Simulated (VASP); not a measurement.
Set up this calculation in VASP 6.6.1, as the native input.

```
Task                   : single point
Functional             : PBEsol
Potentials or basis    : VASP PAW PBE potentials, release 64 (Sr_sv, Al, Pd)
Cutoff                 : 520 eV
k mesh                 : 6 × 6 × 6
Occupations            : gaussian, width 0.1 eV
Spin                   : no spin polarisation
Dipole correction      : no
Further INCAR settings : ALGO = Fast; EDIFF = 1e-07; NBANDS = 30
```

The structure of Sr2AlPd2 lies in POSCAR:

```
Sr2AlPd2
1.0
   -1.8882073921      1.8882073921      9.0239275492
    1.8882073921     -1.8882073921      9.0239275492
    1.8882073921      1.8882073921     -9.0239275492
Sr Al Pd
2 1 2
Direct
    0.6172864704      0.6172864704      0.0000000000
    0.3827135296      0.3827135296      0.0000000000
    0.0000000000      0.0000000000      0.0000000000
    0.2500000000      0.7500000000      0.5000000000
    0.7500000000      0.2500000000      0.5000000000
```

These files were run (other wordings do the same):

INCAR

```
SYSTEM = Sr2AlPd2
  ALGO = Fast
  EDIFF = 1E-7
  ENCUT = 520
  GGA = PS
  ISIF = 2
  ISMEAR = 0
  LASPH = .TRUE.
  LCHARG = .TRUE.
  LELF = .TRUE.
  LREAL = .FALSE.
  LVHAR = .TRUE.
  LWAVE = .FALSE.
  NBANDS = 30
  NELM = 100
  PREC = Accurate
  SIGMA = 0.1
```

KPOINTS

```
k-points
0
G
  6 6 6
  0 0 0
```

Potentials or basis: VASP PAW PBE potentials, release 64 (Sr_sv, Al, Pd).

The run is started by

```sh
$ cat potpaw_PBE.64/Sr_sv/POTCAR potpaw_PBE.64/Al/POTCAR potpaw_PBE.64/Pd/POTCAR > POTCAR
$ mpirun -np 1 vasp_std > vasp.out
```

It gave:

```
Pressure               : 0.3 GPa
Largest force          : 0.025 eV/Å
Band gap on the k mesh : zero (an odd number of electrons rules out a gap without spin polarisation)
```

Caveat: the PAW data sets were made with another functional, which shifts forces and pressure a little.

Run time: 29 min on 1 thread of Intel(R) Xeon(R) Platinum 8259CL CPU @ 2.50GHz (Skylake/Cascade Lake), on a shared host, peak memory 0.77 GiB.
